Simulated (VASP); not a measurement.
Input of a VASP 6.6.1 run:

Contents of INCAR:

```
ALGO = Normal ; EDIFF = 1E-7
ENCUT = 520 ; GGA = PE
ISIF = 2 ; ISMEAR = -1
LASPH = T ; LCHARG = F
LREAL = F ; LWAVE = F
NBANDS = 28 ; NELM = 60
PREC = Accurate ; SIGMA = 0.05
```

Contents of KPOINTS:

```
k-points
0
Gamma
  7 7 7
```

Contents of POSCAR:

```
BaTiO3
1.0
    2.8460914363      1.6431916568      2.3337475400
   -2.8460914363      1.6431916568      2.3337475400
    0.0000000000     -3.2863833137      2.3337475400
Ba Ti O
1 1 3
Direct
    0.0000000000      0.0000000000      0.0000000000
    0.4845000000      0.4845000000      0.4845000000
    0.5086000000      0.0175000000      0.5086000000
    0.0175000000      0.5086000000      0.5086000000
    0.5086000000      0.5086000000      0.0175000000
```

Potentials or basis: VASP PAW PBE potentials, release 64 (Ba_sv, Ti_sv, O).

The run is started by

```sh
$ cat potpaw_PBE.64/Ba_sv/POTCAR potpaw_PBE.64/Ti_sv/POTCAR potpaw_PBE.64/O/POTCAR > POTCAR
$ mpirun -np 1 vasp_std > vasp.out
```

**Question.** Predict the pressure.

**Answer.** 3.3 GPa.

**Question.** Estimate the band gap on the k mesh.

**Answer.** 2.39 eV, indirect (least direct gap 2.74 eV).

**Question.** What does it give for the largest force?

**Answer.** 0.123 eV/Å.

Forces on the atoms (eV/Å):
```
Ba   0.000  0.000 -0.123
Ti   0.000  0.000  0.008
O    0.022 -0.013  0.038
O   -0.022 -0.013  0.038
O    0.000  0.025  0.038
```

Caveat: spin-orbit coupling is left out, which moves the levels of the heavy elements. A k mesh can miss the band edges.
